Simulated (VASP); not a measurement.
Rb2MnAgF6: single point with PBE

Rb2MnAgF6:

```
Rb Mn Ag F
1.0
     0.00000    4.38691    4.38691
     4.38691    0.00000    4.38691
     4.38691    4.38691    0.00000
Rb Mn Ag F
2 1 1 6
Cartesian
  2.1935 2.1935 2.1935
  6.5804 6.5804 6.5804
  0.0000 0.0000 0.0000
  4.3869 4.3869 4.3869
  4.3869 4.3869 1.9728
  6.8010 4.3869 4.3869
  4.3869 4.3869 6.8010
  4.3869 1.9728 4.3869
  4.3869 6.8010 4.3869
  1.9728 4.3869 4.3869
```

```json
{
 "Program": "VASP 6.6.1",
 "Task": "single point",
 "Functional": "PBE",
 "Potentials or basis": "VASP PAW PBE potentials, release 64 (Rb_sv, Mn_pv, Ag, F)",
 "Cutoff": "520 eV",
 "k mesh": "6 × 6 × 6",
 "Occupations": "gaussian, width 0.05 eV",
 "Spin": "collinear spin, ferromagnetic start",
 "Starting moments": "[0.0, 0.0, 4.0, 0.0, 0.0, 0.0, 0.0, 0.0, 0.0, 0.0] μB"
}
```

The pressure is -0.2 GPa and the largest force is 0.020 eV/Å. The band gap on the k mesh is zero (filled and empty bands overlap). The net moment is 4.00 μB per cell and the site moments are Rb +0.00; Mn +3.76; Ag -0.05; F +0.02 μB. The valence electrons inside the program's atomic spheres are Rb 7.31; Mn 11.32; Ag 9.64; F 6.07.

Forces in eV/Å, atoms in the order of the input:
```
Rb   0.000  0.000  0.000
Rb   0.000  0.000  0.000
Mn   0.000  0.000  0.000
Ag   0.000  0.000  0.000
F    0.000  0.000 -0.020
F    0.020  0.000  0.000
F    0.000  0.000  0.020
F    0.000 -0.020  0.000
F    0.000  0.020  0.000
F   -0.020  0.000  0.000
```

Levels at points of the mesh, in eV from the Fermi level:
Spin up:
```csv
k point,band 42,band 43,band 44,band 45,band 46,band 47
"(0.00, 0.00, 0.00)",-1.81,-1.81,0.42,0.42,1.90,5.88
"(0.50, 0.00, 0.00)",-1.54,-1.54,-0.14,-0.14,3.23,4.98
"(0.50, 0.50, 0.00)",-1.92,-1.85,-0.57,0.42,3.87,5.22
```
Spin down:
```csv
k point,band 38,band 39,band 40,band 41,band 42,band 43
"(0.00, 0.00, 0.00)",-2.48,-1.88,-1.88,1.64,1.64,1.64
"(0.50, 0.00, 0.00)",-2.36,-1.59,-1.59,1.62,1.63,1.63
"(0.50, 0.50, 0.00)",-2.26,-1.89,-1.88,1.63,1.67,1.67
```

It took 8.4 min on 1 thread of Intel Xeon 8259CL, on a shared host, peak memory 0.56 GiB.

Caveat: a cell with one magnetic atom can't hold antiferromagnetic order, which such compounds often take; semilocal functionals often make such compounds metallic where correlation or magnetic order opens a gap, which also shifts bond lengths. With open d or f shells a metallic result of PBE can be an artefact of self-interaction; +U or a hybrid may open a gap.
